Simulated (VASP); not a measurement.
# AlN (P6_3mc) in VASP: single point with PBE

Aim: the single point of AlN with PBE.

Everything below comes from runs of VASP 6.6.1. Logs are shortened: lines on timing, memory, paths and dates and some standing lists are left out, and cuts for length are marked.

## Step 1: The cell of the first run

Symmetry: P6_3mc, No. 186, hexagonal system. The conventional cell has a = 3.130 Å, b = 3.130 Å, c = 5.018 Å, α = 90.00°, β = 90.00°, γ = 120.00°. Al (site symmetry 3m) has 4 N at 1.90 to 1.91 Å within 2.5 Å. Within 2.5 Å of N (site symmetry 3m) lie 4 Al at 1.90 to 1.91 Å.

## Step 2: Single point, PBE

File INCAR:

```
PREC = Accurate ; ENCUT = 520
EDIFF = 1E-6 ; ISMEAR = 0
SIGMA = 0.02 ; LREAL = Auto
LASPH = T ; NELM = 80
ALGO = Normal ; ISIF = 2
LWAVE = F ; LCHARG = F
GGA = PE ; NBANDS = 166
```

File KPOINTS:

```
Automatic mesh
0
Gamma
  2 2 2
  0.5 0.5 0.5
```

File POSCAR:

```
AlN
1.0
   -1.5651018309     -8.1325076706      5.0180193525
    1.5651018309      8.1325076706      5.0180193525
   -7.8255091547      2.7108358902     -5.0180193525
Al N
32 32
Direct
    0.8329508060      0.3746174727      0.7083333333
    0.5829508060      0.2496174727      0.3333333333
    0.5829508060      0.4996174727      0.5833333333
    0.8329508060      0.6246174727      0.9583333333
    0.3329508060      0.3746174727      0.2083333333
    0.8329508060      0.8746174727      0.2083333333
    0.3329508060      0.6246174727      0.4583333333
    0.8329508060      0.1246174727      0.4583333333
    0.3329508060      0.8746174727      0.7083333333
    0.0829508060      0.2496174727      0.8333333333
    0.5829508060      0.7496174727      0.8333333333
    0.0829508060      0.4996174727      0.0833333333
    0.5829508060      0.9996174727      0.0833333333
    0.0829508060      0.7496174727      0.3333333333
    0.0829508060      0.9996174727      0.5833333333
    0.3329508060      0.1246174727      0.9583333333
    0.1662841393      0.7496174727      0.9166666667
    0.9162841393      0.6246174727      0.5416666667
    0.9162841393      0.8746174727      0.7916666667
    0.1662841393      0.9996174727      0.1666666667
    0.6662841393      0.7496174727      0.4166666667
    0.1662841393      0.2496174727      0.4166666667
    0.6662841393      0.9996174727      0.6666666667
    0.1662841393      0.4996174727      0.6666666667
    0.6662841393      0.2496174727      0.9166666667
    0.4162841393      0.6246174727      0.0416666667
    0.9162841393      0.1246174727      0.0416666667
    0.4162841393      0.8746174727      0.2916666667
    0.9162841393      0.3746174727      0.2916666667
    0.4162841393      0.1246174727      0.5416666667
    0.4162841393      0.3746174727      0.7916666667
    0.6662841393      0.4996174727      0.1666666667
    0.0237158607      0.5653825273      0.7083333333
    0.7737158607      0.4403825273      0.3333333333
    0.7737158607      0.6903825273      0.5833333333
    0.0237158607      0.8153825273      0.9583333333
    0.5237158607      0.5653825273      0.2083333333
    0.0237158607      0.0653825273      0.2083333333
    0.5237158607      0.8153825273      0.4583333333
    0.0237158607      0.3153825273      0.4583333333
    0.5237158607      0.0653825273      0.7083333333
    0.2737158607      0.4403825273      0.8333333333
    0.7737158607      0.9403825273      0.8333333333
    0.2737158607      0.6903825273      0.0833333333
    0.7737158607      0.1903825273      0.0833333333
    0.2737158607      0.9403825273      0.3333333333
    0.2737158607      0.1903825273      0.5833333333
    0.5237158607      0.3153825273      0.9583333333
    0.8570491940      0.4403825273      0.9166666667
    0.6070491940      0.3153825273      0.5416666667
    0.6070491940      0.5653825273      0.7916666667
    0.8570491940      0.6903825273      0.1666666667
    0.3570491940      0.4403825273      0.4166666667
    0.8570491940      0.9403825273      0.4166666667
    0.3570491940      0.6903825273      0.6666666667
    0.8570491940      0.1903825273      0.6666666667
    0.3570491940      0.9403825273      0.9166666667
    0.1070491940      0.3153825273      0.0416666667
    0.6070491940      0.8153825273      0.0416666667
    0.1070491940      0.5653825273      0.2916666667
    0.6070491940      0.0653825273      0.2916666667
    0.1070491940      0.8153825273      0.5416666667
    0.1070491940      0.0653825273      0.7916666667
    0.3570491940      0.1903825273      0.1666666667
```

Potentials or basis: VASP PAW PBE potentials, release 64 (Al, N).

On the command line:

```
cat potpaw_PBE.64/Al/POTCAR potpaw_PBE.64/N/POTCAR > POTCAR
mpirun -np 1 vasp_std > vasp.out
```

OUTCAR:

```text
PREC = Accurate
   ENCUT = 520
   EDIFF = 1E-6
   ISMEAR = 0
   LREAL = Auto
   LASPH = T
   NELM = 80
   ISIF = 2
   GGA = PE

 ion  position               nearest neighbor table
   1  0.833  0.375  0.708-  50 1.90  56 1.90  49 1.90  33 1.91  24 3.09  18 3.09  17 3.09  23 3.09
                            30 3.09  25 3.09   3 3.13  10 3.13   2 3.13  12 3.13   4 3.13   8 3.13
   2  0.583  0.250  0.333-  64 1.90  61 1.90  50 1.90  34 1.91  29 3.09  32 3.09  18 3.09  28 3.09
                            20 3.09  30 3.09   5 3.13   8 3.13   1 3.13  16 3.13  13 3.13   3 3.13
   3  0.583  0.500  0.583-  53 1.90  50 1.90  51 1.90  35 1.91  18 3.09  21 3.09  19 3.09  30 3.09
                            22 3.09  31 3.09   1 3.13   7 3.13   5 3.13   4 3.13   2 3.13  11 3.13
   4  0.833  0.625  0.958-  51 1.90  49 1.90  52 1.90  36 1.91  17 3.09  19 3.09  20 3.09  25 3.09
                            31 3.09  32 3.09  11 3.13  12 3.13   3 3.13  14 3.13   6 3.13   1 3.13
   5  0.333  0.375  0.208-  58 1.90  64 1.90  53 1.90  37 1.91  32 3.09  26 3.09  21 3.09  20 3.09
                            27 3.09  22 3.09   2 3.13  12 3.13  10 3.13   3 3.13   7 3.13  16 3.13
   6  0.833  0.875  0.208-  59 1.90  52 1.90  54 1.90  38 1.91  20 3.09  27 3.09  22 3.09  32 3.09
                            26 3.09  21 3.09  13 3.13  14 3.13  11 3.13  15 3.13   4 3.13   8 3.13
   7  0.333  0.625  0.458-  60 1.90  53 1.90  55 1.90  39 1.91  21 3.09  28 3.09  23 3.09  22 3.09
                            29 3.09  24 3.09   3 3.13  14 3.13  12 3.13  11 3.13   9 3.13   5 3.13
   8  0.833  0.125  0.458-  61 1.90  54 1.90  56 1.90  40 1.91  22 3.09  29 3.09  24 3.09  21 3.09
                            28 3.09  23 3.09   2 3.13  15 3.13  13 3.13  10 3.13   6 3.13   1 3.13
   9  0.333  0.875  0.708-  62 1.90  55 1.90  57 1.90  41 1.91  23 3.09  30 3.09  25 3.09  24 3.09
[... 77 lines left out ...]
  63  0.107  0.065  0.792-  16 1.90  10 1.90  15 1.90  19 1.91
  64  0.357  0.190  0.167-   2 1.90   5 1.90  16 1.90  20 1.91

  LATTYP: Found a body centered orthorhombic cell.
 ALAT       =    10.0360387050
 B/A-ratio  =     1.0804405881
 C/A-ratio  =     1.2475853288

  Lattice vectors:

 A1 = (  -1.5651018309,  -8.1325076706,  -5.0180193525)
 A2 = (   7.8255091547,  -2.7108358902,   5.0180193525)
 A3 = (  -7.8255091547,   2.7108358902,   5.0180193525)

Analysis of symmetry for initial positions (statically):
=====================================================================
 Subroutine PRICEL returns following result:

  LATTYP: Found a hexagonal cell.
 ALAT       =     3.1302036619
 C/A-ratio  =     1.6030967613

  Lattice vectors:

 A1 = (   1.5651018309,   2.7108358902,   0.0000000000)
 A2 = (   1.5651018309,  -2.7108358902,   0.0000000000)
 A3 = (   0.0000000000,   0.0000000000,  -5.0180193525)

  16 primitive cells build up your supercell.

 Routine SETGRP: Setting up the symmetry group for a
 body centered orthorhombic supercell.

 Subroutine GETGRP returns: Found  4 space group operations
 (whereof  2 operations were pure point group operations)
 out of a pool of  8 trial point group operations.

The static configuration has the point symmetry C_1h.
 The point group associated with its full space group is C_2v.

Analysis of symmetry for dynamics (positions and initial velocities):
=====================================================================
 Subroutine PRICEL returns following result:

  LATTYP: Found a hexagonal cell.
 ALAT       =     3.1302036619
 C/A-ratio  =     1.6030967613

  Lattice vectors:

 A1 = (   1.5651018309,   2.7108358902,   0.0000000000)
 A2 = (   1.5651018309,  -2.7108358902,   0.0000000000)
 A3 = (   0.0000000000,   0.0000000000,  -5.0180193525)

  16 primitive cells build up your supercell.

 Routine SETGRP: Setting up the symmetry group for a
 body centered orthorhombic supercell.

 Subroutine GETGRP returns: Found  4 space group operations
 (whereof  2 operations were pure point group operations)
 out of a pool of  8 trial point group operations.
[... 36 lines left out ...]

 KPOINTS: Automatic mesh

Automatic generation of k-mesh.
 Grid dimensions read from file:
 generate k-points for:    2    2    2

 Generating k-lattice:

  Cartesian coordinates                     Fractional coordinates (reciprocal lattice)
    -0.039933504 -0.023055619  0.049820454     0.500000000  0.000000000  0.000000000
    -0.019966752  0.034583429  0.049820454     0.000000000  0.500000000 -0.000000000
    -0.059900256  0.011527810  0.000000000     0.000000000  0.000000000  0.500000000

  Length of vectors
     0.067884637  0.063849529  0.060999435

  Shift w.r.t. Gamma in fractional coordinates (k-lattice)
     0.500000000  0.500000000  0.500000000

 Subroutine IBZKPT returns following result:
 ===========================================

 Found      4 irreducible k-points:

 Following reciprocal coordinates:
            Coordinates               Weight
  0.250000  0.250000  0.250000      2.000000
 -0.250000  0.250000  0.250000      2.000000
  0.250000 -0.250000  0.250000      2.000000
 -0.250000 -0.250000  0.250000      2.000000
   k-points           NKPTS =      4   k-points in BZ     NKDIM =      4   number of bands    NBANDS=    166
   number of dos      NEDOS =    301   number of ions     NIONS =     64
   total plane-waves  NPLWV = 373248
   dimension x,y,z NGX =    72 NGY =   72 NGZ =   72
   dimension x,y,z NGXF=   144 NGYF=  144 NGZF=  144
   ions per type =              32  32
   NGX,Y,Z   is equivalent  to a cutoff of  12.36, 12.36, 12.36 a.u.
   NGXF,Y,Z  is equivalent  to a cutoff of  24.72, 24.72, 24.72 a.u.
 SYSTEM =  unknown system
   PREC   = accura    normal or accurate (medium, high low for compatibility)
   ISTART =      0    job   : 0-new  1-cont  2-samecut
   ICHARG =      2    charge: 1-file 2-atom 10-const
   ISPIN  =      1    spin polarized calculation?
   LNONCOLLINEAR =      F non collinear calculations
   LSORBIT =      F    spin-orbit coupling
   LASPH  =      T    aspherical Exc in radial PAW
   ENCUT  =  520.0 eV  38.22 Ry    6.18 a.u.  18.00 18.00 18.00*2*pi/ulx,y,z
   NELM   =     80;   NELMIN=  2; NELMDL= -5     # of ELM steps
   EDIFF  = 0.1E-05   stopping-criterion for ELM
   LREAL  =      T    real-space projection
   EDIFFG = 0.1E-04   stopping-criterion for IOM
   NSW    =      0    number of steps for IOM
   IBRION =     -1    ionic relax: 0-MD 1-quasi-New 2-CG
   NFREE  =      0    steps in history (QN), initial steepest desc. (CG)
   ISIF   =      2    stress and relaxation
   ISYM   =      2    0-nonsym 1-usesym 2-fastsym
   POTIM  = 0.5000    time-step for ionic-motion
   TEBEG  =    0.0;   TEEND  =   0.0 temperature during run
   PSTRESS=    0.0 pullay stress
   NELECT =     256.0000    total number of electrons
   NUPDOWN=      -1.0000    fix difference up-down
   EMIN   =  10.00;   EMAX   =-10.00  energy-range for DOS
   EFERMI =   0.00;   METHOD = LEGACY
   ISMEAR =     0;   SIGMA  =   0.02  broadening in eV -4-tet -1-fermi 0-gaus
   EFERMI_NEDOS =   21; number of points for ismear=-14 and -15
   IALGO  =     38    algorithm
   IMIX   =      4    mixing-type and parameters
     AMIX     =   0.40;   BMIX     =  1.00
     AMIX_MAG =   1.60;   BMIX_MAG =  1.00
  volume/ion in A,a.u.               =      10.65        71.84
  Fermi-wavevector in a.u.,A,eV,Ry     =   1.181351  2.232429 18.988142  1.395589
  Thomas-Fermi vector in A             =   2.317626
   LORBIT       =      0    0 simple, 1 ext, 2 COOP (PROOUT), +10 PAW based schemes
   GGA     = PE    functional components
   LHFCALC =     F    Hartree Fock is set to
   AEXX    =    0.0000 exact exchange contribution
   IVDW    =     0    specifies the selected vdW correction
   LEPSILON=     F    determine dielectric tensor
   LRPA    =     F    only Hartree local field effects (RPA)
 non-spin polarized calculation
 Gauss-broadening in eV      SIGMA  =   0.02
  energy-cutoff  :      520.00
  volume of cell :      681.28
 maximum number of plane-waves:     18381
   NGX = 35   NGY = 35   NGZ = 35

 number of electron     256.0000020 magnetization

 Free energy of the ion-electron system (eV)
  ---------------------------------------------------
  ext. energy  EPLUGINS =         0.00000000
  ---------------------------------------------------
  free energy    TOTEN  =      -476.49786923 eV

  energy without entropy =     -476.49786923  energy(sigma->0) =     -476.49786923

 E-fermi :   6.0286     XC(G=0): -10.8270

 val. band max:        5.8984407267   @ k =  -0.2500   0.2500   0.2500
 cond. band min:      10.6723183177   @ k =  -0.2500   0.2500   0.2500
 fundamental gap:      4.7738775910
 Fermi energy:         6.0285686577

 k-point     1 :       0.2500    0.2500    0.2500
  band No.  band energies     occupation
      1      -8.5494      2.00000
      2      -8.5494      2.00000
      3      -8.5494      2.00000
      4      -8.5494      2.00000
      5      -7.6317      2.00000
      6      -7.6317      2.00000
[... 561 lines left out ...]
    139      11.8850      0.00000
    140      12.0855      0.00000
 [bands above 140 left out]

------------------------ aborting loop because EDIFF is reached ----------------------------------------

  FORCE on cell =-STRESS in cart. coord.  units (eV):
  Direction    XX          YY          ZZ          XY          YZ          ZX
  --------------------------------------------------------------------------------------
  -------------------------------------------------------------------------------------
  Total       -1.3170395     -1.3101229     -1.0753215     -0.0059899     -0.0000000     -0.0000000
  in kB       -3.0972856     -3.0810199     -2.5288367     -0.0140865     -0.0000000     -0.0000000
  external PRESSURE =      -2.9023807 kB  Pullay stress =       0.0000000 kB

 VOLUME and BASIS-vectors are now :
 -----------------------------------------------------------------------------
  energy-cutoff  :      520.00
  volume of cell :      681.28
      direct lattice vectors                 reciprocal lattice vectors
    -1.565101831 -8.132507671  5.018019352    -0.079867008 -0.046111238  0.099640907
     1.565101831  8.132507671  5.018019352    -0.039933504  0.069166858  0.099640907
    -7.825509155  2.710835890 -5.018019352    -0.119800512  0.023055619  0.000000000

 POSITION                                       TOTAL-FORCE (eV/Angst)
 -----------------------------------------------------------------------------------
     -6.26041     -1.80722      2.50517         0.000171      0.000099      0.001316
     -3.13020     -1.80722      2.50517         0.000171      0.000099      0.001316
     -4.69531      0.90361      2.50517         0.000171      0.000099      0.001316
     -7.82551      0.90361      2.50517         0.000171      0.000099      0.001316
     -1.56510      0.90361      2.50517         0.000171      0.000099      0.001316
     -1.56510      0.90361      7.52319         0.000171      0.000099      0.001316
[... 56 lines left out ...]
     -6.26041      1.80722     -3.10733        -0.000061     -0.000035     -0.001316
     -1.56510     -0.90361      1.91069        -0.000061     -0.000035     -0.001316
 -----------------------------------------------------------------------------------
    total drift:                               -0.000033      0.000029      0.077765

  FREE ENERGIE OF THE ION-ELECTRON SYSTEM (eV)
  ---------------------------------------------------
  free  energy   TOTEN  =      -476.4978692319 eV

  energy  without entropy=     -476.4978692319  energy(sigma->0) =     -476.49786923
```

Wall time 23 min (1 thread of Oxide Virtual Turin-like, shared host); peak memory 0.84 GiB.

Results:

- Free energy: -476.4979 eV
- Pressure: -0.3 GPa
- Band gap on the k mesh: 4.77 eV

Levels at points of the mesh, in eV from the valence-band top:
| k point | band 124 | band 125 | band 126 | band 127 | band 128 | band 129 | band 130 | band 131 | band 132 | band 133 |
| --- | --- | --- | --- | --- | --- | --- | --- | --- | --- | --- |
| (0.25, 0.25, 0.25) | -0.47 | -0.39 | -0.39 | -0.39 | -0.39 | 5.71 | 5.71 | 5.71 | 5.71 | 5.75 |

Caveat: a shifted mesh leaves out Γ, where band edges can lie.
